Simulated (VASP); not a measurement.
# Si (P-3m1) in VASP: further runs

Si is run at these levels: PBE; tasks: single point, relaxation of cell and atoms.

Everything below comes from runs of VASP 6.6.1. Logs are shortened: lines on timing, memory, paths and dates and some standing lists are left out, and cuts for length are marked.

### Step 1. The cell of the first run

It takes space group P-3m1 (No. 164, trigonal). The conventional cell has a = 3.751 Å, b = 3.751 Å, c = 6.272 Å, α = 90.00°, β = 90.00°, γ = 120.00°. Within 3.1 Å of Si (site symmetry 3m) lie 4 Si at 2.36 Å. Within 3.1 Å of Si (site symmetry 3m) lie 6 Si at 2.36 to 2.98 Å.

### Step 2. Single point, PBE

The input, INCAR:

```
PREC = Accurate
ENCUT = 520
EDIFF = 1E-6
ISMEAR = 0
SIGMA = 0.1
LREAL = False
LASPH = True
NELM = 80
ALGO = Normal
ISIF = 2
LWAVE = False
LCHARG = True
GGA = PE
LELF = True
LVHAR = True
NBANDS = 16
```

The input, KPOINTS:

```
regular mesh
0
Gamma
  12 12 8
```

The input, POSCAR:

```
Si
1.0
    3.7514196364      0.0000000000      0.0000000000
   -1.8757098182      3.2488247054      0.0000000000
    0.0000000000      0.0000000000      6.2723066235
Si
4
Direct
    0.0000000000      0.0000000000      0.8119001133
    0.0000000000      0.0000000000      0.1880998867
    0.3333333333      0.6666666667      0.6634978397
    0.6666666667      0.3333333333      0.3365021603
```

Potentials or basis: VASP PAW PBE potentials, release 64 (Si).

On the command line:

```
cat potpaw_PBE.64/Si/POTCAR > POTCAR
mpirun -np 1 vasp_std > vasp.out
```

OUTCAR:

```text
PREC = Accurate
   ENCUT = 520
   EDIFF = 1E-6
   ISMEAR = 0
   LREAL = False
   LASPH = True
   NELM = 80
   ISIF = 2
   GGA = PE

 ion  position               nearest neighbor table
   1  0.000  0.000  0.812-   3 2.36   3 2.36   3 2.36   2 2.36
   2  0.000  0.000  0.188-   4 2.36   4 2.36   4 2.36   1 2.36
   3  0.333  0.667  0.663-   1 2.36   1 2.36   1 2.36   4 2.98   4 2.98   4 2.98
   4  0.667  0.333  0.337-   2 2.36   2 2.36   2 2.36   3 2.98   3 2.98   3 2.98

  LATTYP: Found a hexagonal cell.
 ALAT       =     3.7514196364
 C/A-ratio  =     1.6719821378

  Lattice vectors:

 A1 = (   3.7514196364,   0.0000000000,   0.0000000000)
 A2 = (  -1.8757098182,   3.2488247054,   0.0000000000)
 A3 = (   0.0000000000,   0.0000000000,   6.2723066235)

Analysis of symmetry for initial positions (statically):
=====================================================================
 Subroutine PRICEL returns:
 Original cell was already a primitive cell.

 Routine SETGRP: Setting up the symmetry group for a
 hexagonal supercell.

 Subroutine GETGRP returns: Found 12 space group operations
 (whereof 12 operations were pure point group operations)
 out of a pool of 24 trial point group operations.

The static configuration has the point symmetry D_3d.

Analysis of symmetry for dynamics (positions and initial velocities):
=====================================================================
 Subroutine PRICEL returns:
 Original cell was already a primitive cell.

 Routine SETGRP: Setting up the symmetry group for a
 hexagonal supercell.

 Subroutine GETGRP returns: Found 12 space group operations
 (whereof 12 operations were pure point group operations)
 out of a pool of 24 trial point group operations.

The dynamic configuration has the point symmetry D_3d.

 Subroutine INISYM returns: Found 12 space group operations
 (whereof 12 operations are pure point group operations),
 and found     1 'primitive' translations

----------------------------------------------------------------------------------------

                                     Primitive cell

  volume of cell :      76.4450

  direct lattice vectors                    reciprocal lattice vectors
     3.751419636  0.000000000  0.000000000     0.266565753  0.153901809  0.000000000
    -1.875709818  3.248824705  0.000000000     0.000000000  0.307803618  0.000000000
     0.000000000  0.000000000  6.272306623     0.000000000  0.000000000  0.159430981

  length of vectors
     3.751419636  3.751419636  6.272306623     0.307803618  0.307803618  0.159430981

  position of ions in fractional coordinates (direct lattice)
     0.000000000  0.000000000  0.811900113
     0.000000000  0.000000000  0.188099887
     0.333333333  0.666666667  0.663497840
     0.666666667  0.333333333  0.336502160

  ion indices of the primitive-cell ions
   primitive index   ion index
                 1           1
                 2           2
                 3           3
                 4           4

----------------------------------------------------------------------------------------

 KPOINTS: regular mesh

Automatic generation of k-mesh.
 Grid dimensions read from file:
 generate k-points for:   12   12    8

 Generating k-lattice:

  Cartesian coordinates                     Fractional coordinates (reciprocal lattice)
     0.022213813  0.012825151  0.000000000     0.083333333  0.000000000  0.000000000
     0.000000000  0.025650302  0.000000000     0.000000000  0.083333333  0.000000000
     0.000000000  0.000000000  0.019928873     0.000000000  0.000000000  0.125000000

  Length of vectors
     0.025650302  0.025650302  0.019928873

  Shift w.r.t. Gamma in fractional coordinates (k-lattice)
     0.000000000  0.000000000  0.000000000

 Subroutine IBZKPT returns following result:
 ===========================================

 Found    131 irreducible k-points:

 Following reciprocal coordinates:
            Coordinates               Weight
  0.000000  0.000000  0.000000      1.000000
  0.083333  0.000000  0.000000      6.000000
  0.166667  0.000000  0.000000      6.000000
  0.250000  0.000000  0.000000      6.000000
  0.333333  0.000000  0.000000      6.000000
  0.416667 -0.000000  0.000000      6.000000
[... 16 lines left out ...]
  0.166667  0.000000  0.125000      6.000000
  0.000000  0.166667  0.125000      6.000000
 [... further k-points ...]
   k-points           NKPTS =    131   k-points in BZ     NKDIM =    131   number of bands    NBANDS=     16
   number of dos      NEDOS =    301   number of ions     NIONS =      4
   total plane-waves  NPLWV =  37632
   dimension x,y,z NGX =    28 NGY =   28 NGZ =   48
   dimension x,y,z NGXF=    56 NGYF=   56 NGZF=   96
   ions per type =               4
   NGX,Y,Z   is equivalent  to a cutoff of  12.41, 12.41, 12.72 a.u.
   NGXF,Y,Z  is equivalent  to a cutoff of  24.82, 24.82, 25.44 a.u.
 SYSTEM =  unknown system
   PREC   = accura    normal or accurate (medium, high low for compatibility)
   ISTART =      0    job   : 0-new  1-cont  2-samecut
   ICHARG =      2    charge: 1-file 2-atom 10-const
   ISPIN  =      1    spin polarized calculation?
   LNONCOLLINEAR =      F non collinear calculations
   LSORBIT =      F    spin-orbit coupling
   LASPH  =      T    aspherical Exc in radial PAW
   ENCUT  =  520.0 eV  38.22 Ry    6.18 a.u.   6.98  6.98 11.66*2*pi/ulx,y,z
   NELM   =     80;   NELMIN=  2; NELMDL= -5     # of ELM steps
   EDIFF  = 0.1E-05   stopping-criterion for ELM
   LREAL  =      F    real-space projection
[... 7 lines left out ...]
   TEBEG  =    0.0;   TEEND  =   0.0 temperature during run
   PSTRESS=    0.0 pullay stress
   NELECT =      16.0000    total number of electrons
   NUPDOWN=      -1.0000    fix difference up-down
   EMIN   =  10.00;   EMAX   =-10.00  energy-range for DOS
   EFERMI =   0.00;   METHOD = LEGACY
   ISMEAR =     0;   SIGMA  =   0.10  broadening in eV -4-tet -1-fermi 0-gaus
   EFERMI_NEDOS =   21; number of points for ismear=-14 and -15
   IALGO  =     38    algorithm
   IMIX   =      4    mixing-type and parameters
     AMIX     =   0.40;   BMIX     =  1.00
     AMIX_MAG =   1.60;   BMIX_MAG =  1.00
  volume/ion in A,a.u.               =      19.11       128.97
  Fermi-wavevector in a.u.,A,eV,Ry     =   0.971997  1.836809 12.854497  0.944779
  Thomas-Fermi vector in A             =   2.102260
   LORBIT       =      0    0 simple, 1 ext, 2 COOP (PROOUT), +10 PAW based schemes
   GGA     = PE    functional components
   LHFCALC =     F    Hartree Fock is set to
   AEXX    =    0.0000 exact exchange contribution
   IVDW    =     0    specifies the selected vdW correction
   LEPSILON=     F    determine dielectric tensor
   LRPA    =     F    only Hartree local field effects (RPA)
 non-spin polarized calculation
 Gauss-broadening in eV      SIGMA  =   0.10
  energy-cutoff  :      520.00
  volume of cell :       76.45
 maximum number of plane-waves:      2077
   NGX = 13   NGY = 13   NGZ = 23

 number of electron      16.0000000 magnetization

 Free energy of the ion-electron system (eV)
  ---------------------------------------------------
  ext. energy  EPLUGINS =         0.00000000
  ---------------------------------------------------
  free energy    TOTEN  =       -20.44894911 eV

  energy without entropy =      -20.44352696  energy(sigma->0) =      -20.44623804

 E-fermi :   6.0671     XC(G=0):  -9.7576

 val. band max:        6.0558988260   @ k =   0.0833   0.0000   0.1250
 cond. band min:       6.1007718516   @ k =   0.4167   0.1667   0.5000
 fundamental gap:      0.0448730256
 Fermi energy:         6.0671277712

 k-point     1 :       0.0000    0.0000    0.0000
  band No.  band energies     occupation
      1      -5.8599      2.00000
      2      -3.4621      2.00000
      3      -0.8179      2.00000
      4       5.6301      2.00000
      5       5.6301      2.00000
      6       6.2349      0.01767
[... 8 lines left out ...]
     15      10.3469      0.00000
     16      12.7587      0.00000

 k-point     2 :       0.0833    0.0000    0.0000
  band No.  band energies     occupation
      1      -5.7710      2.00000
      2      -3.3774      2.00000
      3      -0.7527      2.00000
      4       4.7672      2.00000
      5       5.2889      2.00000
      6       5.7010      2.00000
[... 8 lines left out ...]
     15      10.7366      0.00000
     16      12.1968      0.00000

 k-point     3 :       0.1667    0.0000    0.0000
  band No.  band energies     occupation
      1      -5.5056      2.00000
      2      -3.1265      2.00000
      3      -0.5741      2.00000
      4       3.3449      2.00000
      5       4.5815      2.00000
      6       4.7408      2.00000
[... 8 lines left out ...]
     15      11.4816      0.00000
     16      12.1739      0.00000

 k-point     4 :       0.2500    0.0000    0.0000
  band No.  band energies     occupation
      1      -5.0685      2.00000
      2      -2.7216      2.00000
      3      -0.3702      2.00000
      4       2.0274      2.00000
      5       3.3483      2.00000
      6       4.2470      2.00000
[... 8 lines left out ...]
     15      12.3417      0.00000
     16      12.9353      0.00000
[... 324 lines left out ...]
 k-point    22 :       0.0000    0.0833    0.1250
  band No.  band energies     occupation
      1      -5.7203      2.00000
      2      -3.5837      2.00000
      3      -0.4481      2.00000
      4       4.8462      2.00000
      5       5.2819      2.00000
      6       5.4160      2.00000
[... 8 lines left out ...]
     15      10.9385      0.00000
     16      11.9397      0.00000

 k-point    23 :       0.1667    0.0000    0.1250
  band No.  band energies     occupation
      1      -5.4557      2.00000
      2      -3.3288      2.00000
      3      -0.2918      2.00000
      4       3.3745      2.00000
      5       4.6493      2.00000
      6       4.8082      2.00000
[... 8 lines left out ...]
     15      11.3066      0.00000
     16      12.4521      0.00000

 k-point    24 :       0.0000    0.1667    0.1250
  band No.  band energies     occupation
      1      -5.4546      2.00000
      2      -3.3356      2.00000
      3      -0.2640      2.00000
      4       3.3993      2.00000
      5       4.3182      2.00000
      6       4.7516      2.00000
[... 8 lines left out ...]
     15      11.8037      0.00000
     16      11.9648      0.00000

 [... further k-points ...]

------------------------ aborting loop because EDIFF is reached ----------------------------------------

  FORCE on cell =-STRESS in cart. coord.  units (eV):
  Direction    XX          YY          ZZ          XY          YZ          ZX
  --------------------------------------------------------------------------------------
  -------------------------------------------------------------------------------------
  Total       -0.0203688     -0.0203688     -0.0208926      0.0000000     -0.0000000      0.0000000
  in kB       -0.4269008     -0.4269008     -0.4378781      0.0000000     -0.0000000      0.0000000
  external PRESSURE =      -0.4305599 kB  Pullay stress =       0.0000000 kB

 VOLUME and BASIS-vectors are now :
 -----------------------------------------------------------------------------
  energy-cutoff  :      520.00
  volume of cell :       76.45
      direct lattice vectors                 reciprocal lattice vectors
     3.751419636  0.000000000  0.000000000     0.266565753  0.153901809  0.000000000
    -1.875709818  3.248824705  0.000000000     0.000000000  0.307803618  0.000000000
     0.000000000  0.000000000  6.272306623     0.000000000  0.000000000  0.159430981

 POSITION                                       TOTAL-FORCE (eV/Angst)
 -----------------------------------------------------------------------------------
      0.00000      0.00000      5.09249        -0.000000      0.000000     -0.003308
      0.00000      0.00000      1.17982         0.000000      0.000000      0.003308
     -0.00000      2.16588      4.16166        -0.000000     -0.000000      0.008071
      1.87571      1.08294      2.11064        -0.000000      0.000000     -0.008071
 -----------------------------------------------------------------------------------
    total drift:                               -0.000000      0.000000      0.000000

  FREE ENERGIE OF THE ION-ELECTRON SYSTEM (eV)
  ---------------------------------------------------
  free  energy   TOTEN  =       -20.4489491094 eV

  energy  without entropy=      -20.4435269630  energy(sigma->0) =      -20.44623804
```

Wall time 1.9 min (1 thread of Intel Xeon Platinum 8488C (Sapphire Rapids), shared host); peak memory 0.25 GiB.

What came out:

| Quantity | Value |
| --- | --- |
| Free energy | -20.4489 eV |
| Pressure | 0.0 GPa |
| Largest force | 0.008 eV/Å |
| Band gap on the k mesh | zero (bands 8 and 9 overlap by 1.90 eV) |

Forces in eV/Å, atoms in the order of the input:
```
Si   0.000  0.000 -0.003
Si   0.000  0.000  0.003
Si   0.000  0.000  0.008
Si   0.000  0.000 -0.008
```

Levels at points of the mesh, in eV from the Fermi level:
```csv
k point,band 4,band 5,band 6,band 7,band 8,band 9,band 10,band 11,band 12,band 13
"(0.00, 0.00, 0.00)",-0.44,-0.44,0.17,0.17,0.57,2.17,2.69,3.25,3.25,3.69
"(0.50, 0.00, 0.00)",-6.07,-4.22,-2.50,-2.34,-0.70,0.36,2.54,2.54,3.36,5.36
"(0.00, 0.00, 0.50)",-3.51,-0.26,-0.26,0.12,0.12,2.48,2.48,3.11,3.18,4.22
"(0.50, 0.00, 0.50)",-6.36,-2.09,-2.01,-1.61,-1.27,-0.69,1.53,2.43,2.87,5.81
```

### Step 3. Relaxation of cell and atoms, PBE

This run uses another cell than the first one, of 18.95 Å³/atom.

The input, INCAR:

```
SYSTEM = Si
PREC = Accurate
ENCUT = 600
EDIFF = 1E-7
ISMEAR = 0
SIGMA = 0.1
LREAL = .False.
LASPH = .True.
NELM = 80
ALGO = Normal
ISIF = 3
LWAVE = .False.
LCHARG = .False.
GGA = PE
IBRION = 2
NSW = 100
EDIFFG = -0.01
```

The input, KPOINTS:

```
regular mesh
0
Gamma
  12 12 8
  0 0 0
```

The input, POSCAR:

```
Si
1.0
    3.7347911002      0.0000000000      0.0000000000
   -1.8673955501      3.2344239706      0.0000000000
    0.0000000000      0.0000000000      6.2744784993
Si
4
Direct
    0.0000000000      0.0000000000      0.8123061662
    0.0000000000      0.0000000000      0.1876938338
    0.3333333333      0.6666666667      0.6564491569
    0.6666666667      0.3333333333      0.3435508431
```

Potentials or basis: VASP PAW PBE potentials, release 64 (Si).

On the command line:

```
cat potpaw_PBE.64/Si/POTCAR > POTCAR
mpirun -np 1 vasp_std > vasp.out
```

It took 9.7 min on 1 thread of Intel Xeon Platinum 8488C (Sapphire Rapids), shared host; peak memory 0.27 GiB.

It converged, with:

* Free energy: -20.4492 eV
* Relaxed volume: 19.10 Å³/atom
* Relaxed cell: a = 3.751 Å, b = 3.751 Å, c = 6.271 Å, α = 90.00°, β = 90.00°, γ = 120.00°
* Space group after relaxing (to 0.1 Å): P-3m1 (No. 164)
* Energy gained by relaxing: 1.6 meV/atom
* Ionic steps: 8
* Pressure after relaxing: 0.0 GPa
* Largest force after relaxing: 0.008 eV/Å
* Band gap on the k mesh: zero (bands 8 and 9 overlap by 1.91 eV)

Forces in eV/Å, atoms in the order of the input:
```
Si   0.000  0.000 -0.008
Si   0.000  0.000  0.008
Si   0.000  0.000  0.002
Si   0.000  0.000 -0.002
```

The path:
```csv
step,energy change (eV),largest force (eV/Å),pressure (GPa),volume (Å³)
1,0.0000,0.1542,-0.25,75.80
2,-0.0018,0.0869,0.31,75.48
3,-0.0018,0.0791,0.38,75.44
4,-0.0036,0.0609,0.25,75.69
5,-0.0056,0.0129,-0.08,76.39
6,-0.0061,0.0471,0.05,76.32
7,-0.0061,0.0525,0.07,76.31
8,-0.0064,0.0076,0.02,76.40
```

Final structure:
```yaml
crystal:
  lattice:
    - [3.75084, 0.00000, 0.00000]
    - [-1.87542, 3.24832, 0.00000]
    - [0.00000, 0.00000, 6.27090]
  atoms:
    - { symbol: Si, position: [0.00000, 0.00000, 0.81195] }
    - { symbol: Si, position: [0.00000, 0.00000, 0.18805] }
    - { symbol: Si, position: [0.33333, 0.66667, 0.66363] }
    - { symbol: Si, position: [0.66667, 0.33333, 0.33637] }
```

Levels at points of the mesh, in eV from the Fermi level:
| k point | band 5 | band 6 | band 7 | band 8 | band 9 | band 10 | band 11 | band 12 |
| --- | --- | --- | --- | --- | --- | --- | --- | --- |
| (0.00, 0.00, 0.00) | -0.44 | 0.17 | 0.17 | 0.57 | 2.17 | 2.69 | 3.25 | 3.25 |
| (0.50, 0.00, 0.00) | -4.22 | -2.51 | -2.34 | -0.71 | 0.36 | 2.54 | 2.54 | 3.36 |
| (0.00, 0.00, 0.50) | -0.26 | -0.26 | 0.12 | 0.12 | 2.48 | 2.48 | 3.11 | 3.18 |
| (0.50, 0.00, 0.50) | -2.09 | -2.01 | -1.61 | -1.26 | -0.69 | 1.53 | 2.43 | 2.87 |
